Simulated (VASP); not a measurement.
Wanted: the native input for a VASP 6.6.1 run.

```
Task                   : single point
Functional             : r2SCAN
Potentials or basis    : VASP PAW PBE potentials, release 64 (Ca_sv, O)
Cutoff                 : 520 eV
k mesh                 : 10 × 10 × 10
Occupations            : gaussian, width 0.05 eV
Spin                   : no spin polarisation
Dipole correction      : no
Further INCAR settings : ALGO = Normal; EDIFF = 1e-07; NBANDS = 15
```

CaO:

```xyz
2
Lattice="0.3073 2.6119 2.6119 2.6119 0.3073 2.6119 2.6119 2.6119 0.3073" Properties=species:S:1:pos:R:3 pbc="T T T"
Ca    0.0000    0.0000    0.0000
O     2.7655    2.7655    2.7655
```

This cell differs from its parent crystal: ratio of the length along [111] to the lengths across it x 1.2, volume and fractional coordinates fixed.

These files were run (other wordings do the same):

POSCAR

```
CaO
1.0
    0.3072796313      2.6118768660      2.6118768660
    2.6118768660      0.3072796313      2.6118768660
    2.6118768660      2.6118768660      0.3072796313
Ca O
1 1
Direct
    0.0000000000      0.0000000000      0.0000000000
    0.5000000000      0.5000000000      0.5000000000
```

INCAR.step1

```
SYSTEM = CaO
ALGO = Normal
EDIFF = 1E-4
ENCUT = 520
GGA = PE
ISMEAR = 0
LASPH = .TRUE.
LCHARG = .FALSE.
LREAL = .FALSE.
LWAVE = .TRUE.
NBANDS = 15
NELM = 100
PREC = Accurate
SIGMA = 0.05
```

INCAR.step2

```
SYSTEM = CaO
ALGO = Normal
EDIFF = 1E-7
ENCUT = 520
ISIF = 2
ISMEAR = 0
ISTART = 1
LASPH = .TRUE.
LCHARG = .FALSE.
LMIXTAU = .TRUE.
LREAL = .FALSE.
LWAVE = .FALSE.
METAGGA = R2SCAN
NBANDS = 15
NELM = 100
PREC = Accurate
SIGMA = 0.05
```

KPOINTS

```
k-points
0
G
  10 10 10
  0 0 0
```

Potentials or basis: VASP PAW PBE potentials, release 64 (Ca_sv, O).

Run with:

```sh
$ cat potpaw_PBE.64/Ca_sv/POTCAR potpaw_PBE.64/O/POTCAR > POTCAR
$ cp INCAR.step1 INCAR
$ mpirun -np 1 vasp_std > vasp.out
$ cp INCAR.step2 INCAR
$ mpirun -np 1 vasp_std > vasp.out
```

Results of the run:

| Property | Result |
| --- | --- |
| Pressure | -6.6 GPa |
| Band gap on the k mesh | 3.55 eV (least direct gap 3.76 eV) |

Caveat: the cell stands under tension; the PAW data sets were made with another functional, which shifts forces and pressure a little.

Wall time 100 s on 1 thread of Intel(R) Xeon(R) 6975P-C (Granite Rapids), on a shared host, peak memory 0.2 GiB.
